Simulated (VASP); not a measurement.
# TePb (CsCl type) (Pm-3m) in VASP: notebook

TePb (CsCl type) is run at these levels: PBE; tasks: single point.

Program: VASP 6.6.1. These are calculated values, not measurements. Logs are shortened: lines on timing, memory, paths and dates and some standing lists are left out, and cuts for length are marked.

**1. The cell of the first run**

It takes space group Pm-3m (No. 221, cubic). Conventional cell: a = 3.555 Å, b = 3.555 Å, c = 3.555 Å, α = 90.00°, β = 90.00°, γ = 90.00°. Pb (site symmetry m-3m) has 8 Te at 3.08 Å and 6 Pb at 3.56 Å within 4.1 Å. Within 4.1 Å of Te (site symmetry m-3m) lie 8 Pb at 3.08 Å and 6 Te at 3.56 Å.

**2. Single point, PBE**

File INCAR:

```
PREC = Accurate ; ENCUT = 520
EDIFF = 1E-6 ; ISMEAR = -1
SIGMA = 0.1 ; LREAL = False
LASPH = True ; NELM = 80
ALGO = Normal ; ISIF = 2
LWAVE = False ; LCHARG = False
GGA = PE ; NBANDS = 17
```

File KPOINTS:

```
Automatic mesh
0
Gamma
  12 12 12
```

File POSCAR:

```
TePb
1.0
    3.5553202855      0.0000000000      0.0000000000
    0.0000000000      3.5553202855      0.0000000000
    0.0000000000      0.0000000000      3.5553202855
Pb Te
1 1
Direct
    0.0000000000      0.0000000000      0.0000000000
    0.5000000000      0.5000000000      0.5000000000
```

Potentials or basis: VASP PAW PBE potentials, release 64 (Pb_d, Te).

On the command line:

```
> cat potpaw_PBE.64/Pb_d/POTCAR potpaw_PBE.64/Te/POTCAR > POTCAR
> mpirun -np 1 vasp_std > vasp.out
```

OUTCAR:

```text
PREC = Accurate
   ENCUT = 520
   EDIFF = 1E-6
   ISMEAR = -1
   LREAL = False
   LASPH = True
   NELM = 80
   ISIF = 2
   GGA = PE

 ion  position               nearest neighbor table
   1  0.000  0.000  0.000-   2 3.08   2 3.08   2 3.08   2 3.08   2 3.08   2 3.08   2 3.08   2 3.08

   2  0.500  0.500  0.500-   1 3.08   1 3.08   1 3.08   1 3.08   1 3.08   1 3.08   1 3.08   1 3.08

  LATTYP: Found a simple cubic cell.
 ALAT       =     3.5553202855

  Lattice vectors:

 A1 = (   3.5553202855,   0.0000000000,   0.0000000000)
 A2 = (   0.0000000000,   3.5553202855,   0.0000000000)
 A3 = (   0.0000000000,   0.0000000000,   3.5553202855)

Analysis of symmetry for initial positions (statically):
=====================================================================
 Subroutine PRICEL returns:
 Original cell was already a primitive cell.

 Routine SETGRP: Setting up the symmetry group for a
 simple cubic supercell.

 Subroutine GETGRP returns: Found 48 space group operations
 (whereof 48 operations were pure point group operations)
 out of a pool of 48 trial point group operations.

The static configuration has the point symmetry O_h .

Analysis of symmetry for dynamics (positions and initial velocities):
=====================================================================
 Subroutine PRICEL returns:
 Original cell was already a primitive cell.

 Routine SETGRP: Setting up the symmetry group for a
 simple cubic supercell.

 Subroutine GETGRP returns: Found 48 space group operations
 (whereof 48 operations were pure point group operations)
 out of a pool of 48 trial point group operations.

The dynamic configuration has the point symmetry O_h .

 Subroutine INISYM returns: Found 48 space group operations
 (whereof 48 operations are pure point group operations),
 and found     1 'primitive' translations

----------------------------------------------------------------------------------------

                                     Primitive cell

  volume of cell :      44.9403

  direct lattice vectors                    reciprocal lattice vectors
     3.555320286  0.000000000  0.000000000     0.281268611  0.000000000  0.000000000
     0.000000000  3.555320286  0.000000000     0.000000000  0.281268611  0.000000000
     0.000000000  0.000000000  3.555320286     0.000000000  0.000000000  0.281268611

  length of vectors
     3.555320286  3.555320286  3.555320286     0.281268611  0.281268611  0.281268611
[... 79 lines left out ...]
   ENCUT  =  520.0 eV  38.22 Ry    6.18 a.u.   6.61  6.61  6.61*2*pi/ulx,y,z
   NELM   =     80;   NELMIN=  2; NELMDL= -5     # of ELM steps
   EDIFF  = 0.1E-05   stopping-criterion for ELM
   LREAL  =      F    real-space projection
   EDIFFG = 0.1E-04   stopping-criterion for IOM
   NSW    =      0    number of steps for IOM
   IBRION =     -1    ionic relax: 0-MD 1-quasi-New 2-CG
   NFREE  =      0    steps in history (QN), initial steepest desc. (CG)
   ISIF   =      2    stress and relaxation
   ISYM   =      2    0-nonsym 1-usesym 2-fastsym
   POTIM  = 0.5000    time-step for ionic-motion
   TEBEG  =    0.0;   TEEND  =   0.0 temperature during run
   PSTRESS=    0.0 pullay stress
   NELECT =      20.0000    total number of electrons
   NUPDOWN=      -1.0000    fix difference up-down
   EMIN   =  10.00;   EMAX   =-10.00  energy-range for DOS
   EFERMI =   0.00;   METHOD = LEGACY
   ISMEAR =    -1;   SIGMA  =   0.10  broadening in eV -4-tet -1-fermi 0-gaus
   EFERMI_NEDOS =   21; number of points for ismear=-14 and -15
   IALGO  =     38    algorithm
   IMIX   =      4    mixing-type and parameters
     AMIX     =   0.40;   BMIX     =  1.00
     AMIX_MAG =   1.60;   BMIX_MAG =  1.00
  volume/ion in A,a.u.               =      22.47       151.64
  Fermi-wavevector in a.u.,A,eV,Ry     =   1.249893  2.361955 21.255457  1.562232
  Thomas-Fermi vector in A             =   2.383912
   LORBIT       =      0    0 simple, 1 ext, 2 COOP (PROOUT), +10 PAW based schemes
   GGA     = PE    functional components
   LHFCALC =     F    Hartree Fock is set to
   AEXX    =    0.0000 exact exchange contribution
   IVDW    =     0    specifies the selected vdW correction
   LEPSILON=     F    determine dielectric tensor
   LRPA    =     F    only Hartree local field effects (RPA)
 non-spin polarized calculation
  energy-cutoff  :      520.00
  volume of cell :       44.94
 maximum number of plane-waves:      1233
 NGX is ok and might be reduce to    28
   NGX = 13   NGY = 13   NGZ = 13

 number of electron      20.0000005 magnetization

 Free energy of the ion-electron system (eV)
  ---------------------------------------------------
  ext. energy  EPLUGINS =         0.00000000
  ---------------------------------------------------
  free energy    TOTEN  =        -5.76095924 eV

  energy without entropy =       -5.72098009  energy(sigma->0) =       -5.74096966

 E-fermi :  11.1771     XC(G=0): -11.4125

 val. band max:       11.1724438783   @ k =   0.4167   0.4167   0.2500
 cond. band min:      11.1788593447   @ k =   0.3333   0.0833   0.0000
 fundamental gap:      0.0064154663
 Fermi energy:        11.1770991645

 k-point     1 :       0.0000    0.0000    0.0000
  band No.  band energies     occupation
      1      -6.1578      2.00000
      2      -6.1578      2.00000
      3      -5.9022      2.00000
      4      -5.9022      2.00000
      5      -5.9022      2.00000
      6      -3.8908      2.00000
[... 457 lines left out ...]
      4      -5.9581      2.00000
      5      -5.8459      2.00000
      6      -0.6092      2.00000
[... 9 lines left out ...]
     16      21.2538      0.00000
     17      21.3751      0.00000

 [... further k-points ...]

------------------------ aborting loop because EDIFF is reached ----------------------------------------

  FORCE on cell =-STRESS in cart. coord.  units (eV):
  Direction    XX          YY          ZZ          XY          YZ          ZX
  --------------------------------------------------------------------------------------
  -------------------------------------------------------------------------------------
  Total        8.6822218      8.6822218      8.6822218      0.0000000      0.0000000     -0.0000000
  in kB      309.5317941    309.5317941    309.5317941      0.0000000      0.0000000     -0.0000000
  external PRESSURE =     309.5317941 kB  Pullay stress =       0.0000000 kB

 VOLUME and BASIS-vectors are now :
 -----------------------------------------------------------------------------
  energy-cutoff  :      520.00
  volume of cell :       44.94
      direct lattice vectors                 reciprocal lattice vectors
     3.555320286  0.000000000  0.000000000     0.281268611  0.000000000  0.000000000
     0.000000000  3.555320286  0.000000000     0.000000000  0.281268611  0.000000000
     0.000000000  0.000000000  3.555320286     0.000000000  0.000000000  0.281268611

 POSITION                                       TOTAL-FORCE (eV/Angst)
 -----------------------------------------------------------------------------------
      0.00000      0.00000      0.00000         0.000000      0.000000      0.000000
      1.77766      1.77766      1.77766         0.000000      0.000000      0.000000
 -----------------------------------------------------------------------------------
    total drift:                               -0.000000      0.000000     -0.000000

  FREE ENERGIE OF THE ION-ELECTRON SYSTEM (eV)
  ---------------------------------------------------
  free  energy   TOTEN  =        -5.7609592357 eV

  energy  without entropy=       -5.7209800870  energy(sigma->0) =       -5.74096966
```

OSZICAR:

```text
N       E                     dE             d eps       ncg     rms          rms(c)
DAV:   1     0.150241804667E+03    0.15024E+03   -0.95249E+03  2896   0.127E+03
DAV:   2     0.294791064899E+01   -0.14729E+03   -0.14268E+03  3060   0.316E+02
DAV:   3    -0.562548947992E+01   -0.85734E+01   -0.84580E+01  3742   0.806E+01
DAV:   4    -0.581686787753E+01   -0.19138E+00   -0.19102E+00  3752   0.122E+01
DAV:   5    -0.582412999127E+01   -0.72621E-02   -0.72618E-02  4190   0.223E+00    0.787E+00
DAV:   6    -0.576704719137E+01    0.57083E-01   -0.98416E-02  4350   0.388E+00    0.484E+00
DAV:   7    -0.576200131114E+01    0.50459E-02   -0.32644E-02  4224   0.161E+00    0.811E-01
DAV:   8    -0.576091921937E+01    0.10821E-02   -0.55163E-03  3786   0.870E-01    0.151E-01
DAV:   9    -0.576096506183E+01   -0.45842E-04   -0.38819E-04  3755   0.169E-01    0.517E-02
DAV:  10    -0.576096180564E+01    0.32562E-05   -0.10667E-05  3858   0.340E-02    0.212E-02
DAV:  11    -0.576095972187E+01    0.20838E-05   -0.17227E-06  2649   0.201E-02    0.155E-02
DAV:  12    -0.576095923566E+01    0.48621E-06   -0.21522E-07  1885   0.767E-03
   1 F= -.57609592E+01 E0= -.57409697E+01  d E =-.399791E-01
```

stdout:

```text
POSCAR found type information on POSCAR PbTe
 POSCAR found :  2 types and       2 ions
 scaLAPACK will be used
 LDA part: xc-table for (Slater+PW92), standard interpolation
 POSCAR, INCAR and KPOINTS ok, starting setup
 FFT: planning ... GRIDC
 FFT: planning ... GRID_SOFT
 FFT: planning ... GRID
 WAVECAR not read
 entering main loop
```

Wall time 74 s (1 thread of Intel Xeon 8259CL, shared host); peak memory 0.2 GiB.

Results:

| Quantity | Value |
| --- | --- |
| Free energy | -5.7610 eV |
| Pressure | 31.0 GPa |
| Band gap on the k mesh | zero (bands 10 and 11 overlap by 3.25 eV) |

Caveat: the cell stands under pressure; spin-orbit coupling is left out, which moves the levels of the heavy elements.

**3. Single point, PBE**

File INCAR:

```
SYSTEM = TePb
PREC     = Accurate       ! precision mode
ENCUT    = 520            ! plane-wave cutoff, eV
EDIFF    = 1E-6           ! SCF threshold, eV
ISMEAR   = -1             ! smearing method
SIGMA    = 0.1            ! smearing width, eV
LREAL    = .False.        ! projectors in reciprocal space
LASPH    = .True.         ! aspherical terms in the spheres
NELM     = 100            ! most SCF steps
ALGO     = Normal         ! electronic algorithm
ISIF     = 2              ! what is computed and relaxed
LWAVE    = .False.        ! write WAVECAR
LCHARG   = .True.         ! write CHGCAR
GGA      = PE             ! functional
LELF     = .True.         ! ELF
LVHAR    = .True.       
NBANDS   = 17             ! bands
```

File KPOINTS:

```
Automatic mesh
0
Gamma
  12 12 12
  0 0 0
```

POSCAR is that of step 2.

Potentials or basis: VASP PAW PBE potentials, release 64 (Pb_d, Te).

On the command line:

```
> cat potpaw_PBE.64/Pb_d/POTCAR potpaw_PBE.64/Te/POTCAR > POTCAR
> mpirun -np 1 vasp_std > vasp.out
```

OUTCAR:

```text
SYSTEM = TePb
   PREC = Accurate
   ENCUT = 520
   EDIFF = 1E-6
   ISMEAR = -1
   LREAL = .False.
   LASPH = .True.
   NELM = 100
   ISIF = 2
   GGA = PE

 ion  position               nearest neighbor table
   1  0.000  0.000  0.000-   2 3.08   2 3.08   2 3.08   2 3.08   2 3.08   2 3.08   2 3.08   2 3.08

   2  0.500  0.500  0.500-   1 3.08   1 3.08   1 3.08   1 3.08   1 3.08   1 3.08   1 3.08   1 3.08

  LATTYP: Found a simple cubic cell.
 ALAT       =     3.5553202855

[... 668 lines left out ...]

------------------------ aborting loop because EDIFF is reached ----------------------------------------

  FORCE on cell =-STRESS in cart. coord.  units (eV):
  Direction    XX          YY          ZZ          XY          YZ          ZX
  --------------------------------------------------------------------------------------
  -------------------------------------------------------------------------------------
  Total        8.6822218      8.6822218      8.6822218      0.0000000      0.0000000     -0.0000000
  in kB      309.5317941    309.5317941    309.5317941      0.0000000      0.0000000     -0.0000000
  external PRESSURE =     309.5317941 kB  Pullay stress =       0.0000000 kB

 VOLUME and BASIS-vectors are now :
 -----------------------------------------------------------------------------
  energy-cutoff  :      520.00
  volume of cell :       44.94
      direct lattice vectors                 reciprocal lattice vectors
     3.555320286  0.000000000  0.000000000     0.281268611  0.000000000  0.000000000
     0.000000000  3.555320286  0.000000000     0.000000000  0.281268611  0.000000000
     0.000000000  0.000000000  3.555320286     0.000000000  0.000000000  0.281268611

 POSITION                                       TOTAL-FORCE (eV/Angst)
 -----------------------------------------------------------------------------------
      0.00000      0.00000      0.00000         0.000000      0.000000      0.000000
      1.77766      1.77766      1.77766         0.000000      0.000000      0.000000
 -----------------------------------------------------------------------------------
    total drift:                               -0.000000      0.000000     -0.000000

  FREE ENERGIE OF THE ION-ELECTRON SYSTEM (eV)
  ---------------------------------------------------
  free  energy   TOTEN  =        -5.7609592357 eV

  energy  without entropy=       -5.7209800870  energy(sigma->0) =       -5.74096966
```

stdout:

```text
POSCAR found type information on POSCAR PbTe
 POSCAR found :  2 types and       2 ions
 scaLAPACK will be used
 LDA part: xc-table for (Slater+PW92), standard interpolation
 POSCAR, INCAR and KPOINTS ok, starting setup
 FFT: planning ... GRIDC
 FFT: planning ... GRID_SOFT
 FFT: planning ... GRID
 WAVECAR not read
 entering main loop
```

Wall time 80 s (1 thread of Intel Xeon 8259CL, shared host); peak memory 0.21 GiB.

What came out:

```
Free energy            : -5.7610 eV
Pressure               : 31.0 GPa
Band gap on the k mesh : zero (bands 10 and 11 overlap by 3.25 eV)
```

Caveat: the cell stands under pressure; spin-orbit coupling is left out, which moves the levels of the heavy elements.
